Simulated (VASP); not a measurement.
Here is a VASP 6.6.1 calculation.

INCAR

```
SYSTEM = Cu
PREC = Accurate
ENCUT = 600
EDIFF = 1E-6
ISMEAR = 0
SIGMA = 0.1
LREAL = .False.
LASPH = .True.
NELM = 80
ALGO = Normal
ISIF = 3
LWAVE = .False.
LCHARG = .False.
IBRION = 2
NSW = 100
EDIFFG = -0.05
```

The input KPOINTS:

```
regular mesh
0
Gamma
  10 10 10
  0 0 0
```

File POSCAR:

```
Cu
1.0
    0.0000000000      1.8250000000      1.8250000000
    1.8250000000      0.0000000000      1.8250000000
    1.8250000000      1.8250000000      0.0000000000
Cu
1
Direct
    0.0000000000      0.0000000000      0.0000000000
```

Potentials or basis: VASP PAW LDA potentials, release 64 (Cu).

The run is started by

```bash
$ cat potpaw_LDA.64/Cu/POTCAR > POTCAR
$ mpirun -np 1 vasp_std > vasp.out
```

Question: Predict the space group after relaxing (to 0.05 Å).

Answer: Fm-3m (No. 225).

Question: Predict the relaxed cell.

Answer: a = 2.492 Å, b = 2.492 Å, c = 2.492 Å, α = 60.00°, β = 60.00°, γ = 60.00°.

Question: What does it give for the relaxed volume?

Answer: 10.95 Å³/atom.

Final structure:
```yaml
crystal:
  lattice:
    - [0.00000, 1.76226, 1.76226]
    - [1.76226, 0.00000, 1.76226]
    - [1.76226, 1.76226, 0.00000]
  atoms:
    - { symbol: Cu, position: [0.00000, 0.00000, 0.00000] }
```

LDA usually gives volumes a few per cent too small. Zero-point motion and thermal expansion aren't in these numbers.
